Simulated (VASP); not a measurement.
C, 8 atoms in the cell. It takes space group Cm (No. 8, monoclinic). Conventional cell: a = 4.368 Å, b = 2.522 Å, c = 8.237 Å, α = 90.00°, β = 90.00°, γ = 90.00°. C (site symmetry m) has 4 C at 1.41 to 1.59 Å within 1.9 Å. C (site symmetry m) has 4 C at 1.54 Å within 2.1 Å. C (site symmetry m) has 4 C at 1.54 Å within 2.1 Å. Within 2.1 Å of C (site symmetry m) lie 4 C at 1.54 Å. Within 1.9 Å of C (site symmetry m) lie 4 C at 1.41 to 1.59 Å. Within 2.1 Å of C (site symmetry m) lie 4 C at 1.54 Å. Within 2.1 Å of C (site symmetry m) lie 4 C at 1.54 to 1.59 Å. Within 2.1 Å of C (site symmetry m) lie 4 C at 1.54 Å. 

| Item | Value |
| --- | --- |
| Program | VASP 6.6.1 |
| Task | single point |
| Functional | PBE |
| Potentials or basis | VASP PAW PBE potentials, release 64 (C) |
| Cutoff | 600 eV |
| k mesh | 12 × 12 × 4 |
| Occupations | gaussian, width 0.05 eV |
| Spin | collinear spin, zero start |
| Starting moments | [0.0, 0.0, 0.0, 0.0, 0.0, 0.0, 0.0, 0.0] μB |
| Dipole correction | no |
| Further INCAR settings | ALGO = Normal; EDIFF = 1e-06; NBANDS = 30 |

Potentials or basis: VASP PAW PBE potentials, release 64 (C).

Run with:

```bash
$ cat potpaw_PBE.64/C/POTCAR > POTCAR
$ mpirun -np 1 vasp_std > vasp.out
```

Hardware: 1 thread of Oxide Virtual Turin-like Processor, on a shared host.

**Question.** Estimate the wall time of this run.

**Answer.** It took 4.7 min on 1 thread of Oxide Virtual Turin-like Processor, with other jobs on the host, peak memory 0.4 GiB. Counts: scf iterations 13, k points 164.
